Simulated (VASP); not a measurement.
# Fe (P6_3/mmc) in VASP: further runs

Fe is run at these levels: PBE; tasks: relaxation of cell and atoms.

Program: VASP 6.6.1. These are calculated values, not measurements. Logs are shortened: lines on timing, memory, paths and dates and some standing lists are left out, and cuts for length are marked.

## Step 1: The cell of the first run

It takes space group P6_3/mmc (No. 194, hexagonal). The conventional cell has a = 2.467 Å, b = 2.467 Å, c = 3.901 Å, α = 90.00°, β = 90.00°, γ = 120.00°. Within 3.2 Å of Fe (site symmetry -6m2) lie 12 Fe at 2.42 to 2.47 Å.

This isn't the form of Fe at room conditions, which is bcc.

## Step 2: Relaxation of cell and atoms, PBE, collinear spin, ferromagnetic start, target pressure -1.8 GPa, at which the enthalpy is minimised

INCAR

```
SYSTEM = Fe
  ALGO = Normal
  EDIFF = 1E-7
  EDIFFG = -0.005
  ENCUT = 600
  GGA = PE
  IBRION = 2
  ISIF = 3
  ISMEAR = -1
  ISPIN = 2
  LASPH = .TRUE.
  LCHARG = .FALSE.
  LMAXMIX = 4
  LORBIT = 11
  LREAL = .FALSE.
  LWAVE = .FALSE.
  MAGMOM = 2.5 2.5
  NELM = 150
  NSW = 32
  PREC = Accurate
  PSTRESS = -18.0
  SIGMA = 0.1
```

KPOINTS

```
k-points
0
G
  17 17 9
  0 0 0
```

POSCAR

```
Fe
1.0
    2.4665756144      0.0000000000      0.0000000000
   -1.2332878072      2.1361171424      0.0000000000
    0.0000000000      0.0000000000      3.9012270858
Fe
2
Direct
    0.3333333333      0.6666666667      0.2500000000
    0.6666666667      0.3333333333      0.7500000000
```

Potentials or basis: VASP PAW PBE potentials, release 64 (Fe).

On the command line:

```sh
$ cat potpaw_PBE.64/Fe/POTCAR > POTCAR
$ mpirun -np 1 vasp_std > vasp.out
```

OUTCAR:

```text
SYSTEM = Fe
   EDIFF = 1E-7
   EDIFFG = -0.005
   ENCUT = 600
   GGA = PE
   IBRION = 2
   ISIF = 3
   ISMEAR = -1
   ISPIN = 2
   LASPH = .TRUE.
   LORBIT = 11
   LREAL = .FALSE.
   NELM = 150
   NSW = 32
   PREC = Accurate
   PSTRESS = -18.0

 ion  position               nearest neighbor table
   1  0.333  0.667  0.250-   2 2.42   2 2.42   2 2.42   2 2.42   2 2.42   2 2.42
   2  0.667  0.333  0.750-   1 2.42   1 2.42   1 2.42   1 2.42   1 2.42   1 2.42

  LATTYP: Found a hexagonal cell.
 ALAT       =     2.4665756144
 C/A-ratio  =     1.5816369314

  Lattice vectors:

 A1 = (   2.4665756144,   0.0000000000,   0.0000000000)
 A2 = (  -1.2332878072,   2.1361171424,   0.0000000000)
 A3 = (   0.0000000000,   0.0000000000,   3.9012270858)

Analysis of symmetry for initial positions (statically):
=====================================================================
 Subroutine PRICEL returns:
 Original cell was already a primitive cell.

 Routine SETGRP: Setting up the symmetry group for a
 hexagonal supercell.

 Subroutine GETGRP returns: Found 24 space group operations
 (whereof 12 operations were pure point group operations)
 out of a pool of 24 trial point group operations.

The static configuration has the point symmetry D_3d.
 The point group associated with its full space group is D_6h.

Analysis of symmetry for dynamics (positions and initial velocities):
=====================================================================
 Subroutine PRICEL returns:
 Original cell was already a primitive cell.

 Routine SETGRP: Setting up the symmetry group for a
 hexagonal supercell.

 Subroutine GETGRP returns: Found 24 space group operations
 (whereof 12 operations were pure point group operations)
 out of a pool of 24 trial point group operations.

The dynamic configuration has the point symmetry D_3d.
 The point group associated with its full space group is D_6h.

Analysis of structural, dynamic, and magnetic symmetry:
=====================================================================
 Subroutine PRICEL returns:
 Original cell was already a primitive cell.

 Routine SETGRP: Setting up the symmetry group for a
 hexagonal supercell.

 Subroutine GETGRP returns: Found 24 space group operations
 (whereof 12 operations were pure point group operations)
 out of a pool of 24 trial point group operations.

The overall configuration has the point symmetry D_3d.
 The point group associated with its full space group is D_6h.

 Subroutine INISYM returns: Found 24 space group operations
 (whereof 12 operations are pure point group operations),
 and found     1 'primitive' translations

----------------------------------------------------------------------------------------

                                     Primitive cell

  volume of cell :      20.5552

  direct lattice vectors                    reciprocal lattice vectors
     2.466575614  0.000000000  0.000000000     0.405420371  0.234069560  0.000000000
    -1.233287807  2.136117142  0.000000000     0.000000000  0.468139120  0.000000000
     0.000000000  0.000000000  3.901227086     0.000000000  0.000000000  0.256329606

  length of vectors
     2.466575614  2.466575614  3.901227086     0.468139120  0.468139120  0.256329606

  position of ions in fractional coordinates (direct lattice)
     0.333333333  0.666666667  0.250000000
     0.666666667  0.333333333  0.750000000

  ion indices of the primitive-cell ions
   primitive index   ion index
                 1           1
                 2           2

----------------------------------------------------------------------------------------

 KPOINTS: k-points

Automatic generation of k-mesh.
 Grid dimensions read from file:
 generate k-points for:   17   17    9

 Generating k-lattice:

  Cartesian coordinates                     Fractional coordinates (reciprocal lattice)
     0.023848257  0.013768798  0.000000000     0.058823529  0.000000000  0.000000000
     0.000000000  0.027537595  0.000000000     0.000000000  0.058823529  0.000000000
     0.000000000  0.000000000  0.028481067     0.000000000  0.000000000  0.111111111

  Length of vectors
     0.027537595  0.027537595  0.028481067

  Shift w.r.t. Gamma in fractional coordinates (k-lattice)
     0.000000000  0.000000000  0.000000000

 Subroutine IBZKPT returns following result:
 ===========================================

 Found    165 irreducible k-points:

 Following reciprocal coordinates:
            Coordinates               Weight
  0.000000  0.000000  0.000000      1.000000
  0.058824  0.000000  0.000000      6.000000
  0.117647  0.000000  0.000000      6.000000
  0.176471 -0.000000  0.000000      6.000000
  0.235294  0.000000  0.000000      6.000000
  0.294118  0.000000  0.000000      6.000000
[... 16 lines left out ...]
  0.411765  0.117647  0.000000     12.000000
  0.176471  0.176471  0.000000      6.000000
 [... further k-points ...]
   k-points           NKPTS =    165   k-points in BZ     NKDIM =    165   number of bands    NBANDS=     15
   number of dos      NEDOS =    301   number of ions     NIONS =      2
   total plane-waves  NPLWV =  12800
   dimension x,y,z NGX =    20 NGY =   20 NGZ =   32
   dimension x,y,z NGXF=    40 NGYF=   40 NGZF=   64
   ions per type =               2
   NGX,Y,Z   is equivalent  to a cutoff of  13.48, 13.48, 13.64 a.u.
   NGXF,Y,Z  is equivalent  to a cutoff of  26.96, 26.96, 27.27 a.u.
 SYSTEM =  Fe
   PREC   = accura    normal or accurate (medium, high low for compatibility)
   ISTART =      0    job   : 0-new  1-cont  2-samecut
   ICHARG =      2    charge: 1-file 2-atom 10-const
   ISPIN  =      2    spin polarized calculation?
   LNONCOLLINEAR =      F non collinear calculations
   LSORBIT =      F    spin-orbit coupling
   LASPH  =      T    aspherical Exc in radial PAW
   ENCUT  =  600.0 eV  44.10 Ry    6.64 a.u.   4.93  4.93  7.79*2*pi/ulx,y,z
   NELM   =    150;   NELMIN=  2; NELMDL= -5     # of ELM steps
   EDIFF  = 0.1E-06   stopping-criterion for ELM
   LREAL  =      F    real-space projection
   EDIFFG = -.5E-02   stopping-criterion for IOM
   NSW    =     32    number of steps for IOM
   IBRION =      2    ionic relax: 0-MD 1-quasi-New 2-CG
   NFREE  =      1    steps in history (QN), initial steepest desc. (CG)
   ISIF   =      3    stress and relaxation
   ISYM   =      2    0-nonsym 1-usesym 2-fastsym
   POTIM  = 0.5000    time-step for ionic-motion
   TEBEG  =    0.0;   TEEND  =   0.0 temperature during run
   PSTRESS=  -18.0 pullay stress
   NELECT =      16.0000    total number of electrons
   NUPDOWN=      -1.0000    fix difference up-down
   EMIN   =  10.00;   EMAX   =-10.00  energy-range for DOS
   EFERMI =   0.00;   METHOD = LEGACY
   ISMEAR =    -1;   SIGMA  =   0.10  broadening in eV -4-tet -1-fermi 0-gaus
   EFERMI_NEDOS =   21; number of points for ismear=-14 and -15
   IALGO  =     38    algorithm
   IMIX   =      4    mixing-type and parameters
     AMIX     =   0.40;   BMIX     =  1.00
     AMIX_MAG =   1.60;   BMIX_MAG =  1.00
  volume/ion in A,a.u.               =      10.28        69.36
  Fermi-wavevector in a.u.,A,eV,Ry     =   1.505941  2.845816 30.856079  2.267858
  Thomas-Fermi vector in A             =   2.616724
   LORBIT       =     11    0 simple, 1 ext, 2 COOP (PROOUT), +10 PAW based schemes
   GGA     = PE    functional components
   LHFCALC =     F    Hartree Fock is set to
   AEXX    =    0.0000 exact exchange contribution
   IVDW    =     0    specifies the selected vdW correction
   LEPSILON=     F    determine dielectric tensor
   LRPA    =     F    only Hartree local field effects (RPA)
 conjugate gradient relaxation of ions
 spin polarized calculation
  energy-cutoff  :      600.00
  volume of cell :       20.56
 maximum number of plane-waves:       703
 NGX is ok and might be reduce to    20
   NGX =  9   NGY =  9   NGZ = 15

--------------------------------------- Ionic step        1  -------------------------------------------

 number of electron      15.9999997 magnetization      -0.0030526

 number of electron      15.9999997 magnetization       0.0005137

 Free energy of the ion-electron system (eV)
  ---------------------------------------------------
  ext. energy  EPLUGINS =         0.00000000
  ---------------------------------------------------
  free energy    TOTEN  =       -16.34785326 eV

  energy without entropy =      -16.25914665  energy(sigma->0) =      -16.30349995

------------------------ aborting loop because EDIFF is reached ----------------------------------------

  FORCE on cell =-STRESS in cart. coord.  units (eV):
  Direction    XX          YY          ZZ          XY          YZ          ZX
  --------------------------------------------------------------------------------------
  -------------------------------------------------------------------------------------
  Total       -0.3088425     -0.3088425     -0.3326576     -0.0000000      0.0000000      0.0000000
  in kB      -24.0728170    -24.0728170    -25.9290884     -0.0000000      0.0000000      0.0000000
  external PRESSURE =      -6.6915741 kB  Pullay stress =     -18.0000000 kB
[... 67 lines left out ...]
 number of electron      15.9999996 magnetization       0.0000007

 number of electron      15.9999996 magnetization      -0.0000001

 Free energy of the ion-electron system (eV)
  ---------------------------------------------------
  ext. energy  EPLUGINS =         0.00000000
  ---------------------------------------------------
  free energy    TOTEN  =       -16.34854167 eV

  energy without entropy =      -16.26020896  energy(sigma->0) =      -16.30437531

 E-fermi :   6.8363     XC(G=0): -13.7563

 val. band max:        6.8352090640   @ k =   0.4706   0.0588   0.3333
 cond. band min:       6.8363314448   @ k =   0.2941   0.0000   0.0000
 fundamental gap:      0.0011223808
 Fermi energy:         6.8363132045

 spin component 1

 k-point     1 :       0.0000    0.0000    0.0000
  band No.  band energies     occupation
      1      -2.0417      1.00000
      2       1.9469      1.00000
      3       5.2065      1.00000
      4       5.2065      1.00000
      5       5.3315      1.00000
      6       5.6667      0.99999
      7       5.6667      0.99999
      8       6.0047      0.99976
      9       6.0047      0.99976
     10       7.3755      0.00453
     11       7.5434      0.00085
     12       7.5434      0.00085
     13      15.5479      0.00000
     14      28.6911      0.00000
[... 403 lines left out ...]
      4       3.7335      1.00000
      5       4.9725      1.00000
      6       5.3516      1.00000
      7       5.7378      0.99998
      8       6.3743      0.99025
      9       6.9531      0.23718
     10       7.4689      0.00179
     11       7.7499      0.00011
     12      14.1148      0.00000
     13      16.0113      0.00000
     14      20.1810      0.00000
     15      20.9179      0.00000

 [... further k-points ...]

 spin component 2

 k-point     1 :       0.0000    0.0000    0.0000
  band No.  band energies     occupation
      1      -2.0417      1.00000
      2       1.9469      1.00000
      3       5.2065      1.00000
      4       5.2065      1.00000
      5       5.3315      1.00000
      6       5.6667      0.99999
      7       5.6667      0.99999
      8       6.0047      0.99976
      9       6.0047      0.99976
     10       7.3755      0.00453
     11       7.5434      0.00085
     12       7.5434      0.00085
     13      15.5479      0.00000
     14      28.6911      0.00000
[... 448 lines left out ...]
  energy  without entropy=      -16.2602089608  energy(sigma->0) =      -16.30437531

  enthalpy is  TOTEN    =       -16.5788952339 eV   P V=       -0.2303535659

 reached required accuracy - stopping structural energy minimisation

 total charge

# of ion       s       p       d       tot
------------------------------------------
    1        0.533   0.630   6.333   7.496
    2        0.533   0.630   6.333   7.496
--------------------------------------------------
tot          1.065   1.261  12.666  14.992

 magnetization (x)

# of ion       s       p       d       tot
------------------------------------------
    1       -0.000   0.000   0.000   0.000
    2       -0.000   0.000   0.000   0.000
--------------------------------------------------
tot         -0.000   0.000   0.000   0.000
```

Run time: 4.4 min. Hardware: 1 thread of Oxide Virtual Turin-like, shared host; peak memory 0.18 GiB.

Results:

```yaml
Free_energy: -16.3485 eV
Relaxed_volume: 10.25 Å³/atom
Relaxed_cell: a = 2.465 Å, b = 2.465 Å, c = 3.897 Å, α = 90.00°, β = 90.00°, γ = 120.00°
Space_group_after_relaxing_to_0.1_Å: P6_3/mmc (No. 194)
Energy_change_on_relaxing_the_run_minimises_the_enthalpy: -0.3 meV/atom
Ionic_steps: 3
Pressure_after_relaxing: -1.8 GPa
Band_gap_on_the_k_mesh: zero (filled and empty bands overlap)
Net_moment: 0.00 μB per cell
Valence_electrons_inside_the_program's_atomic_spheres: Fe 7.50
```

The path:
```tsv
step	energy change (eV)	largest force (eV/Å)	pressure (GPa)	volume (Å³)
1	0.0000	0.0000	-2.47	20.56
2	-0.0013	0.0000	-0.73	20.43
3	-0.0007	0.0000	-1.77	20.50
```

Final structure:
```
Fe
1.0
     2.46471    0.00000    0.00000
    -1.23235    2.13450    0.00000
     0.00000    0.00000    3.89737
Fe
2
Direct
  0.33333 0.66667 0.25000
  0.66667 0.33333 0.75000
```

Caveat: the cell is relaxed towards a set pressure, so the run minimises the enthalpy, not the energy; the moments typed at the start vanished in this run.

## Step 3: Relaxation of cell and atoms, PBE, collinear spin, ferromagnetic start, target pressure -1.8 GPa, at which the enthalpy is minimised

This run uses another cell than the first one, of 10.66 Å³/atom.

INCAR

```
  PREC = Accurate
  ENCUT = 600
  EDIFF = 1E-7
  ISMEAR = -1
  SIGMA = 0.1
  LREAL = F
  LASPH = T
  NELM = 150
  ALGO = Normal
  ISIF = 3
  LWAVE = F
  LCHARG = F
  ISPIN = 2
  MAGMOM = 2.5 2.5
  LORBIT = 11
  LMAXMIX = 4
  GGA = PE
  IBRION = 2
  NSW = 60
  EDIFFG = -0.005
  PSTRESS = -18.0
```

KPOINTS

```
Automatic mesh
0
Gamma
  17 17 9
```

POSCAR

```
Fe
1.0
    2.4766737720      0.0000000000      0.0000000000
   -1.2383368860      2.1448624035      0.0000000000
    0.0000000000      0.0000000000      4.0122115107
Fe
2
Direct
    0.3333333333      0.6666666667      0.2500000000
    0.6666666667      0.3333333333      0.7500000000
```

Potentials or basis: VASP PAW PBE potentials, release 64 (Fe).

On the command line:

```sh
$ cat potpaw_PBE.64/Fe/POTCAR > POTCAR
$ mpirun -np 1 vasp_std > vasp.out
```

Run time: 11 min. Hardware: 1 thread of Oxide Virtual Turin-like, shared host; peak memory 0.19 GiB.

The run converged. Its results:

```
Free energy                                                : -16.3489 eV
Relaxed volume                                             : 10.25 Å³/atom
Relaxed cell                                               : a = 2.465 Å, b = 2.465 Å, c = 3.897 Å, α = 90.00°, β = 90.00°, γ = 120.00°
Space group after relaxing (to 0.1 Å)                      : P6_3/mmc (No. 194)
Energy change on relaxing (the run minimises the enthalpy) : -22.7 meV/atom
Ionic steps                                                : 9
Pressure after relaxing                                    : -1.8 GPa
Band gap on the k mesh                                     : zero (filled and empty bands overlap)
Net moment                                                 : 0.00 μB per cell
Valence electrons inside the program's atomic spheres      : Fe 7.50
```

Stress tensor (GPa, compression positive):
```
-1.82  0.00  0.00
 0.00 -1.82  0.00
 0.00  0.00 -1.73
```

The path:
```csv
step,energy change (eV),largest force (eV/Å),pressure (GPa),volume (Å³)
1,0.0000,0.0000,-11.59,21.31
2,0.0050,0.0000,16.59,19.36
3,-0.0440,0.0000,-0.98,20.44
4,-0.0442,0.0000,-0.74,20.43
5,-0.0452,0.0000,-1.88,20.51
6,-0.0456,0.0000,-1.65,20.49
7,-0.0456,0.0000,-1.66,20.50
8,-0.0453,0.0000,-1.98,20.52
9,-0.0455,0.0000,-1.79,20.51
```

Final structure:
```
Fe
1.0
     2.46506    0.00000    0.00000
    -1.23253    2.13481    0.00000
     0.00000    0.00000    3.89654
Fe
2
Direct
  0.33333 0.66667 0.25000
  0.66667 0.33333 0.75000
```

Levels at points of the mesh, in eV from the Fermi level:
Spin up:
```tsv
k point	band 5	band 6	band 7	band 8	band 9	band 10	band 11	band 12
(0.00, 0.00, 0.00)	-1.50	-1.17	-1.17	-0.83	-0.83	0.54	0.71	0.71
```
Spin down:
```csv
k point,band 4,band 5,band 6,band 7,band 8,band 9,band 10,band 11,band 12,band 13
"(0.00, 0.00, 0.00)",-1.63,-1.50,-1.17,-1.17,-0.83,-0.83,0.54,0.71,0.71,8.72
```

Caveat: the cell is relaxed towards a set pressure, so the run minimises the enthalpy, not the energy; the moments typed at the start vanished in this run.
